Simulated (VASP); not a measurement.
# CdSe (P6_3mc) in VASP: further runs

CdSe is run at these levels: PBE; tasks: single point.

Everything below comes from runs of VASP 6.6.1. Logs are shortened: lines on timing, memory, paths and dates and some standing lists are left out, and cuts for length are marked.

## 1. The cell of the first run

Symmetry: P6_3mc, No. 186, hexagonal system. The conventional cell has a = 4.298 Å, b = 4.298 Å, c = 6.664 Å, α = 90.00°, β = 90.00°, γ = 120.00°. Within 3.3 Å of Cd (site symmetry 3m) lie 4 Se at 2.50 to 2.62 Å. Se (site symmetry 3m) has 4 Cd at 2.50 to 2.62 Å within 3.3 Å.

## 2. Single point, PBE (strain +0.000 along x and y, -0.050 along z)

INCAR reads:

```
SYSTEM = CdSe
  ALGO = Normal
  EDIFF = 1E-6
  ENCUT = 520
  GGA = PE
  ISIF = 2
  ISMEAR = 0
  LASPH = .True.
  LCHARG = .False.
  LREAL = .False.
  LWAVE = .False.
  NBANDS = 26
  NELM = 60
  PREC = Accurate
  SIGMA = 0.05
```

KPOINTS reads:

```
k-points
0
Gamma
  9 9 4
  0 0 0
```

POSCAR reads:

```
CdSe
1.0
    4.2984999142      0.0000000000      0.0000000000
   -2.1492499571      3.7226101239      0.0000000000
    0.0000000000      0.0000000000      6.6644400000
Cd Se
2 2
Direct
    0.6666666667      0.3333333333      0.0000000000
    0.3333333333      0.6666666667      0.5000000000
    0.6666666667      0.3333333333      0.3750000000
    0.3333333333      0.6666666667      0.8750000000
```

Potentials or basis: VASP PAW PBE potentials, release 64 (Cd, Se).

Started as:

```console
$ cat potpaw_PBE.64/Cd/POTCAR potpaw_PBE.64/Se/POTCAR > POTCAR
$ mpirun -np 1 vasp_std > vasp.out
```

OUTCAR:

```text
SYSTEM = CdSe
   EDIFF = 1E-6
   ENCUT = 520
   GGA = PE
   ISIF = 2
   ISMEAR = 0
   LASPH = .True.
   LREAL = .False.
   NELM = 60
   PREC = Accurate

 ion  position               nearest neighbor table
   1  0.667  0.333  0.000-   3 2.50   4 2.62   4 2.62   4 2.62
   2  0.333  0.667  0.500-   4 2.50   3 2.62   3 2.62   3 2.62
   3  0.667  0.333  0.375-   1 2.50   2 2.62   2 2.62   2 2.62
   4  0.333  0.667  0.875-   2 2.50   1 2.62   1 2.62   1 2.62

  LATTYP: Found a hexagonal cell.
 ALAT       =     4.2984999142
 C/A-ratio  =     1.5504106393

  Lattice vectors:

 A1 = (   4.2984999142,   0.0000000000,   0.0000000000)
 A2 = (  -2.1492499571,   3.7226101239,   0.0000000000)
 A3 = (   0.0000000000,   0.0000000000,   6.6644400000)

Analysis of symmetry for initial positions (statically):
=====================================================================
 Subroutine PRICEL returns:
 Original cell was already a primitive cell.

 Routine SETGRP: Setting up the symmetry group for a
 hexagonal supercell.

 Subroutine GETGRP returns: Found 12 space group operations
 (whereof  6 operations were pure point group operations)
 out of a pool of 24 trial point group operations.

The static configuration has the point symmetry C_3v.
 The point group associated with its full space group is C_6v.

Analysis of symmetry for dynamics (positions and initial velocities):
=====================================================================
 Subroutine PRICEL returns:
 Original cell was already a primitive cell.

 Routine SETGRP: Setting up the symmetry group for a
 hexagonal supercell.

 Subroutine GETGRP returns: Found 12 space group operations
 (whereof  6 operations were pure point group operations)
 out of a pool of 24 trial point group operations.

The dynamic configuration has the point symmetry C_3v.
 The point group associated with its full space group is C_6v.

 Subroutine INISYM returns: Found 12 space group operations
 (whereof  6 operations are pure point group operations),
 and found     1 'primitive' translations

----------------------------------------------------------------------------------------

                                     Primitive cell

  volume of cell :     106.6420

  direct lattice vectors                    reciprocal lattice vectors
     4.298499914  0.000000000  0.000000000     0.232639297  0.134314361  0.000000000
    -2.149249957  3.722610124  0.000000000     0.000000000  0.268628722  0.000000000
     0.000000000  0.000000000  6.664440000     0.000000000  0.000000000  0.150050117

  length of vectors
     4.298499914  4.298499914  6.664440000     0.268628722  0.268628722  0.150050117

  position of ions in fractional coordinates (direct lattice)
     0.666666667  0.333333333  0.000000000
     0.333333333  0.666666667  0.500000000
     0.666666667  0.333333333  0.375000000
     0.333333333  0.666666667  0.875000000

  ion indices of the primitive-cell ions
   primitive index   ion index
                 1           1
                 2           2
                 3           3
                 4           4

----------------------------------------------------------------------------------------

 KPOINTS: k-points

Automatic generation of k-mesh.
 Grid dimensions read from file:
 generate k-points for:    9    9    4

 Generating k-lattice:

  Cartesian coordinates                     Fractional coordinates (reciprocal lattice)
     0.025848811  0.014923818  0.000000000     0.111111111  0.000000000  0.000000000
     0.000000000  0.029847636  0.000000000     0.000000000  0.111111111  0.000000000
     0.000000000  0.000000000  0.037512529     0.000000000  0.000000000  0.250000000

  Length of vectors
     0.029847636  0.029847636  0.037512529

  Shift w.r.t. Gamma in fractional coordinates (k-lattice)
     0.000000000  0.000000000  0.000000000

 Subroutine IBZKPT returns following result:
 ===========================================

 Found     36 irreducible k-points:

 Following reciprocal coordinates:
            Coordinates               Weight
  0.000000  0.000000  0.000000      1.000000
  0.111111  0.000000  0.000000      6.000000
  0.222222  0.000000  0.000000      6.000000
  0.333333  0.000000  0.000000      6.000000
  0.444444  0.000000  0.000000      6.000000
  0.111111  0.111111  0.000000      6.000000
[... 16 lines left out ...]
  0.333333  0.222222  0.250000     24.000000
  0.333333  0.333333  0.250000      4.000000
 [... further k-points ...]
   k-points           NKPTS =     36   k-points in BZ     NKDIM =     36   number of bands    NBANDS=     26
   number of dos      NEDOS =    301   number of ions     NIONS =      4
   total plane-waves  NPLWV =  51200
   dimension x,y,z NGX =    32 NGY =   32 NGZ =   50
   dimension x,y,z NGXF=    64 NGYF=   64 NGZF=  100
   ions per type =               2   2
   NGX,Y,Z   is equivalent  to a cutoff of  12.38, 12.38, 12.47 a.u.
[... 33 lines left out ...]
  Fermi-wavevector in a.u.,A,eV,Ry     =   1.139899  2.154096 17.678991  1.299369
  Thomas-Fermi vector in A             =   2.276602
   LORBIT       =      0    0 simple, 1 ext, 2 COOP (PROOUT), +10 PAW based schemes
   GGA     = PE    functional components
   LHFCALC =     F    Hartree Fock is set to
   AEXX    =    0.0000 exact exchange contribution
   IVDW    =     0    specifies the selected vdW correction
   LEPSILON=     F    determine dielectric tensor
   LRPA    =     F    only Hartree local field effects (RPA)
 non-spin polarized calculation
 Gauss-broadening in eV      SIGMA  =   0.05
  energy-cutoff  :      520.00
  volume of cell :      106.64
 maximum number of plane-waves:      2904
 NGX is ok and might be reduce to    32
   NGX = 15   NGY = 15   NGZ = 25

 number of electron      35.9999998 magnetization

 Free energy of the ion-electron system (eV)
  ---------------------------------------------------
  ext. energy  EPLUGINS =         0.00000000
  ---------------------------------------------------
  free energy    TOTEN  =       -10.66793818 eV

  energy without entropy =      -10.66793818  energy(sigma->0) =      -10.66793818

 E-fermi :   1.6267     XC(G=0):  -9.1221

 val. band max:        1.4020880742   @ k =   0.0000   0.0000   0.0000
 cond. band min:       2.1909113131   @ k =   0.0000   0.0000   0.0000
 fundamental gap:      0.7888232389
 Fermi energy:         1.6266920337

 k-point     1 :       0.0000    0.0000    0.0000
  band No.  band energies     occupation
      1     -11.5425      2.00000
      2     -11.0657      2.00000
      3      -6.7841      2.00000
      4      -6.7087      2.00000
      5      -6.7087      2.00000
      6      -6.6088      2.00000
[... 18 lines left out ...]
     25       8.3996      0.00000
     26       9.6300      0.00000

 k-point     2 :       0.1111    0.0000    0.0000
  band No.  band energies     occupation
      1     -11.5019      2.00000
      2     -11.0510      2.00000
      3      -6.7692      2.00000
      4      -6.6961      2.00000
      5      -6.6824      2.00000
      6      -6.5959      2.00000
[... 18 lines left out ...]
     25       8.7040      0.00000
     26       9.2566      0.00000

 k-point     3 :       0.2222    0.0000    0.0000
  band No.  band energies     occupation
      1     -11.3947      2.00000
      2     -11.0172      2.00000
      3      -6.7320      2.00000
      4      -6.6685      2.00000
      5      -6.6087      2.00000
      6      -6.5483      2.00000
[... 18 lines left out ...]
     25       8.9245      0.00000
     26       9.4946      0.00000

 k-point     4 :       0.3333    0.0000    0.0000
  band No.  band energies     occupation
      1     -11.2603      2.00000
      2     -10.9889      2.00000
      3      -6.6946      2.00000
      4      -6.6458      2.00000
      5      -6.5484      2.00000
      6      -6.4785      2.00000
[... 18 lines left out ...]
     25       9.5193      0.00000
     26      10.0111      0.00000
[... 496 lines left out ...]
      1     -11.1573      2.00000
      2     -11.0079      2.00000
      3      -6.6571      2.00000
      4      -6.6339      2.00000
      5      -6.5569      2.00000
      6      -6.4962      2.00000
[... 18 lines left out ...]
     25       9.0563      0.00000
     26      10.0334      0.00000

 k-point    23 :       0.3333    0.2222    0.2500
  band No.  band energies     occupation
      1     -11.0789      2.00000
      2     -11.0039      2.00000
      3      -6.6376      2.00000
      4      -6.6237      2.00000
      5      -6.5624      2.00000
      6      -6.4629      2.00000
[... 18 lines left out ...]
     25       9.5329      0.00000
     26      10.1833      0.00000

 k-point    24 :       0.3333    0.3333    0.2500
  band No.  band energies     occupation
      1     -11.0274      2.00000
      2     -11.0274      2.00000
      3      -6.6373      2.00000
      4      -6.5884      2.00000
      5      -6.5884      2.00000
      6      -6.4532      2.00000
[... 18 lines left out ...]
     25      10.1458      0.00000
     26      10.1459      0.00000

 [... further k-points ...]
[... 5 lines left out ...]
  --------------------------------------------------------------------------------------
  -------------------------------------------------------------------------------------
  Total        3.1531302      3.1531302      7.8345270      0.0000000      0.0000000      0.0000000
  in kB       47.3722861     47.3722861    117.7050851      0.0000000      0.0000000      0.0000000
  external PRESSURE =      70.8165525 kB  Pullay stress =       0.0000000 kB

 VOLUME and BASIS-vectors are now :
 -----------------------------------------------------------------------------
  energy-cutoff  :      520.00
  volume of cell :      106.64
      direct lattice vectors                 reciprocal lattice vectors
     4.298499914  0.000000000  0.000000000     0.232639297  0.134314361  0.000000000
    -2.149249957  3.722610124  0.000000000     0.000000000  0.268628722  0.000000000
     0.000000000  0.000000000  6.664440000     0.000000000  0.000000000  0.150050117

 POSITION                                       TOTAL-FORCE (eV/Angst)
 -----------------------------------------------------------------------------------
      2.14925      1.24087      0.00000         0.000000     -0.000000     -0.667059
     -0.00000      2.48174      3.33222        -0.000000      0.000000     -0.667059
      2.14925      1.24087      2.49917         0.000000     -0.000000      0.667059
     -0.00000      2.48174      5.83139        -0.000000     -0.000000      0.667059
 -----------------------------------------------------------------------------------
    total drift:                               -0.000000     -0.000000      0.000168

  FREE ENERGIE OF THE ION-ELECTRON SYSTEM (eV)
  ---------------------------------------------------
  free  energy   TOTEN  =       -10.6679381792 eV

  energy  without entropy=      -10.6679381792  energy(sigma->0) =      -10.66793818
```

It took 35 s on 1 thread of Intel Xeon 6975P-C (Granite Rapids), shared host; peak memory 0.26 GiB.

Results:

| Property | Result |
| --- | --- |
| Free energy | -10.6679 eV |
| Pressure | 7.1 GPa |
| Largest force | 0.667 eV/Å |
| Band gap on the k mesh | 0.79 eV, direct |

Forces on the atoms (eV/Å):
```
Cd   0.000  0.000 -0.667
Cd   0.000  0.000 -0.667
Se   0.000  0.000  0.667
Se   0.000  0.000  0.667
```

Stress tensor (GPa, compression positive):
```
 4.74  0.00  0.00
 0.00  4.74  0.00
 0.00  0.00 11.77
```

Levels at points of the mesh, in eV from the valence-band top:
```
           k point  band 16  band 17  band 18  band 19  band 20  band 21
(0.00, 0.00, 0.00)    -0.06    -0.06     0.00     0.79     1.99     5.63
(0.00, 0.00, 0.50)    -0.58    -0.58    -0.58     2.40     2.40     6.06
```

Caveat: the cell differs from its parent crystal (strain +0.000 along x and y, -0.050 along z).

## 3. Single point, PBE (strain +0.050 along x and y, -0.050 along z)

INCAR reads:

```
PREC = Accurate
ENCUT = 520
EDIFF = 1E-7
ISMEAR = 0
SIGMA = 0.05
LREAL = False
LASPH = True
NELM = 100
ALGO = Normal
ISIF = 2
LWAVE = False
LCHARG = False
GGA = PE
NBANDS = 26
```

KPOINTS reads:

```
regular mesh
0
Gamma
  9 9 4
```

Edit POSCAR of step 2 so:

```diff
@@ -2,4 +2,4 @@
 1.0
-    4.2984999142      0.0000000000      0.0000000000
-   -2.1492499571      3.7226101239      0.0000000000
+    4.5134249099      0.0000000000      0.0000000000
+   -2.2567124550      3.9087406301      0.0000000000
     0.0000000000      0.0000000000      6.6644400000
```

Potentials or basis: VASP PAW PBE potentials, release 64 (Cd, Se).

Started as:

```console
$ cat potpaw_PBE.64/Cd/POTCAR potpaw_PBE.64/Se/POTCAR > POTCAR
$ mpirun -np 1 vasp_std > vasp.out
```

Run time: 47 s. Hardware: 1 thread of Intel Xeon 6975P-C (Granite Rapids), shared host; peak memory 0.29 GiB.

It converged, with:

* Free energy: -10.7547 eV
* Pressure: 1.8 GPa
* Largest force: 0.980 eV/Å
* Band gap on the k mesh: 0.63 eV, direct

Forces in eV/Å, atoms in the order of the input:
```
Cd   0.000  0.000 -0.980
Cd   0.000  0.000 -0.980
Se   0.000  0.000  0.980
Se   0.000  0.000  0.980
```

Stress tensor (GPa, compression positive):
```
-1.52  0.00  0.00
 0.00 -1.52  0.00
 0.00  0.00  8.48
```

Levels at points of the mesh, in eV from the valence-band top:
| k point | band 15 | band 16 | band 17 | band 18 | band 19 | band 20 | band 21 | band 22 |
| --- | --- | --- | --- | --- | --- | --- | --- | --- |
| (0.00, 0.00, 0.00) | -1.00 | -0.05 | -0.05 | 0.00 | 0.63 | 1.75 | 5.51 | 5.51 |
| (0.00, 0.00, 0.50) | -0.54 | -0.54 | -0.54 | -0.54 | 2.26 | 2.26 | 5.91 | 5.91 |

Caveat: the cell differs from its parent crystal (strain +0.050 along x and y, -0.050 along z).

## 4. Single point, PBE (strain +0.000 along x and y, +0.050 along z)

INCAR reads:

```
SYSTEM = CdSe
PREC = Accurate
ENCUT = 520
EDIFF = 1E-6
ISMEAR = 0
SIGMA = 0.05
LREAL = .FALSE.
LASPH = .TRUE.
NELM = 60
ALGO = Normal
ISIF = 2
LWAVE = .FALSE.
LCHARG = .FALSE.
GGA = PE
NBANDS = 26
```

KPOINTS reads:

```
Automatic mesh
0
G
  9 9 4
  0 0 0
```

POSCAR reads:

```
CdSe
1.0
    4.2984999142      0.0000000000      0.0000000000
   -2.1492499571      3.7226101239      0.0000000000
    0.0000000000      0.0000000000      7.3659600000
Cd Se
2 2
Direct
    0.6666666667      0.3333333333      0.0000000000
    0.3333333333      0.6666666667      0.5000000000
    0.6666666667      0.3333333333      0.3750000000
    0.3333333333      0.6666666667      0.8750000000
```

Started as:

```console
$ cat potpaw_PBE.64/Cd/POTCAR potpaw_PBE.64/Se/POTCAR > POTCAR
$ mpirun -np 1 vasp_std > vasp.out
```

Run time: 42 s. Hardware: 1 thread of Intel Xeon 6975P-C (Granite Rapids), shared host; peak memory 0.28 GiB.

It converged, with:

```yaml
Free_energy: -10.9500 eV
Pressure: 0.9 GPa
Largest_force: 0.240 eV/Å
Band_gap_on_the_k_mesh: 0.52 eV, direct
```

Forces in eV/Å, atoms in the order of the input:
```
Cd   0.000  0.000  0.240
Cd   0.000  0.000  0.240
Se   0.000  0.000 -0.240
Se   0.000  0.000 -0.240
```

Stress tensor (GPa, compression positive):
```
 2.04  0.00  0.00
 0.00  2.04  0.00
 0.00  0.00 -1.48
```

Levels at points of the mesh, in eV from the valence-band top:
| k point | band 16 | band 17 | band 18 | band 19 | band 20 | band 21 |
| --- | --- | --- | --- | --- | --- | --- |
| (0.00, 0.00, 0.00) | -0.22 | 0.00 | 0.00 | 0.52 | 2.33 | 5.69 |
| (0.00, 0.00, 0.50) | -0.31 | -0.31 | -0.31 | 2.29 | 2.29 | 5.58 |

Caveat: the cell differs from its parent crystal (strain +0.000 along x and y, +0.050 along z).

## 5. Single point, PBE (strain +0.050 along x and y, +0.000 along z)

INCAR reads:

```
PREC = Accurate ; ENCUT = 520
EDIFF = 1E-6 ; ISMEAR = 0
SIGMA = 0.05 ; LREAL = False
LASPH = True ; NELM = 60
ALGO = Normal ; ISIF = 2
LWAVE = False ; LCHARG = True
GGA = PE ; LELF = True
LVHAR = True ; NBANDS = 26
```

KPOINTS reads:

```
regular mesh
0
Gamma
  9 9 4
```

POSCAR reads:

```
CdSe
1.0
    4.5134249099      0.0000000000      0.0000000000
   -2.2567124550      3.9087406301      0.0000000000
    0.0000000000      0.0000000000      7.0152000000
Cd Se
2 2
Direct
    0.6666666667      0.3333333333      0.0000000000
    0.3333333333      0.6666666667      0.5000000000
    0.6666666667      0.3333333333      0.3750000000
    0.3333333333      0.6666666667      0.8750000000
```

Started as:

```console
$ cat potpaw_PBE.64/Cd/POTCAR potpaw_PBE.64/Se/POTCAR > POTCAR
$ mpirun -np 1 vasp_std > vasp.out
```

Run time: 58 s. Hardware: 1 thread of Intel Xeon 6975P-C (Granite Rapids), shared host; peak memory 0.3 GiB.

The run converged. Its results:

```
Free energy            : -10.9312 eV
Pressure               : -1.2 GPa
Largest force          : 0.309 eV/Å
Band gap on the k mesh : 0.48 eV, direct
```

Forces in eV/Å, atoms in the order of the input:
```
Cd   0.000  0.000 -0.309
Cd   0.000  0.000 -0.309
Se   0.000  0.000  0.309
Se   0.000  0.000  0.309
```

Stress tensor (GPa, compression positive):
```
-2.39  0.00  0.00
 0.00 -2.39  0.00
 0.00  0.00  1.26
```

Levels at points of the mesh, in eV from the valence-band top:
```csv
k point,band 16,band 17,band 18,band 19,band 20,band 21
"(0.00, 0.00, 0.00)",-0.02,-0.02,0.00,0.48,1.91,5.67
"(0.00, 0.00, 0.50)",-0.42,-0.42,-0.42,2.16,2.16,5.85
```

Caveat: the cell differs from its parent crystal (strain +0.050 along x and y, +0.000 along z).

## 6. Single point, PBE (strain +0.050 along x and y, +0.050 along z)

INCAR reads:

```
  PREC = Accurate
  ENCUT = 520
  EDIFF = 1E-6
  ISMEAR = 0
  SIGMA = 0.05
  LREAL = F
  LASPH = T
  NELM = 80
  ALGO = Normal
  ISIF = 2
  LWAVE = F
  LCHARG = T
  GGA = PE
  LELF = T
  LVHAR = T
  NBANDS = 26
```

KPOINTS reads:

```
Automatic mesh
0
Gamma
  9 9 4
```

Edit POSCAR of step 5 so:

```diff
@@ -4,3 +4,3 @@
    -2.2567124550      3.9087406301      0.0000000000
-    0.0000000000      0.0000000000      7.0152000000
+    0.0000000000      0.0000000000      7.3659600000
 Cd Se
```

Potentials or basis: VASP PAW PBE potentials, release 64 (Cd, Se).

Started as:

```console
$ cat potpaw_PBE.64/Cd/POTCAR potpaw_PBE.64/Se/POTCAR > POTCAR
$ mpirun -np 1 vasp_std > vasp.out
```

Wall time 68 s (1 thread of Intel Xeon 6975P-C (Granite Rapids), shared host); peak memory 0.31 GiB.

The run converged. Its results:

```yaml
Free_energy: -10.8908 eV
Pressure: -3.0 GPa
Largest_force: 0.022 eV/Å
Band_gap_on_the_k_mesh: 0.35 eV, direct
```

Forces on the atoms (eV/Å):
```
Cd   0.000  0.000 -0.022
Cd   0.000  0.000 -0.022
Se   0.000  0.000  0.022
Se   0.000  0.000  0.022
```

Stress tensor (GPa, compression positive):
```
-3.05  0.00  0.00
 0.00 -3.05  0.00
 0.00  0.00 -2.97
```

Levels at points of the mesh, in eV from the valence-band top:
| k point | band 16 | band 17 | band 18 | band 19 | band 20 | band 21 |
| --- | --- | --- | --- | --- | --- | --- |
| (0.00, 0.00, 0.00) | -0.04 | 0.00 | 0.00 | 0.35 | 2.04 | 5.82 |
| (0.00, 0.00, 0.50) | -0.30 | -0.30 | -0.30 | 2.07 | 2.07 | 5.62 |

Caveat: the cell differs from its parent crystal (strain +0.050 along x and y, +0.050 along z).

## 7. The runs side by side

```csv
cell,gap on the mesh (eV),pressure (GPa),largest force (eV/Å)
"a = 4.298, b = 4.298, c = 6.664 Å, angles 90.0, 90.0, 120.0°, 4 atoms",0.79,7.1,0.67
"a = 4.513, b = 4.513, c = 6.664 Å, angles 90.0, 90.0, 120.0°, 4 atoms",0.63,1.8,0.98
"a = 4.298, b = 4.298, c = 7.366 Å, angles 90.0, 90.0, 120.0°, 4 atoms",0.52,0.9,0.24
"a = 4.513, b = 4.513, c = 7.015 Å, angles 90.0, 90.0, 120.0°, 4 atoms",0.48,-1.2,0.31
"a = 4.513, b = 4.513, c = 7.366 Å, angles 90.0, 90.0, 120.0°, 4 atoms",0.35,-3.0,0.02
```

Alike in all rows: task single point; level PBE; potentials or basis VASP PAW PBE potentials, release 64 (Cd, Se); no spin polarisation; k mesh 9 × 9 × 4; cutoff (eV) 520; smearing gaussian 0.05 eV.

Absolute energies hang on the potentials; compare differences alone.
